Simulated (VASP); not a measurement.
Input of a VASP 6.6.1 run:

File INCAR:

```
ALGO = Normal
EDIFF = 1E-6
ENCUT = 520
GGA = PE
ISIF = 2
ISMEAR = 0
LASPH = T
LCHARG = F
LREAL = F
LWAVE = F
NBANDS = 18
NELM = 100
PREC = Accurate
SIGMA = 0.01
```

KPOINTS

```
k-points
0
Gamma
  6 6 2
```

POSCAR

```
LiCl
1.0
    3.8941840783      0.0000000000      0.0000000000
   -1.9470920392      3.3724623388      0.0000000000
    0.0000000000      0.0000000000      6.2244575060
Li Cl
2 2
Direct
    0.3333333333      0.6666666667     -0.0031270676
    0.6666666667      0.3333333333      0.4968729324
    0.3333333333      0.6666666667      0.3781270676
    0.6666666667      0.3333333333      0.8781270676
```

Potentials or basis: VASP PAW PBE potentials, release 64 (Li_sv, Cl).

Command:

```sh
$ cat potpaw_PBE.64/Li_sv/POTCAR potpaw_PBE.64/Cl/POTCAR > POTCAR
$ mpirun -np 1 vasp_std > vasp.out
```

Task: What does it give for the band gap on the k mesh?

Result: 6.03 eV, direct.

Caveat: the k points lie up to 0.50 Å⁻¹ apart. PBE gaps usually lie below the measured ones, often by a third to a half.
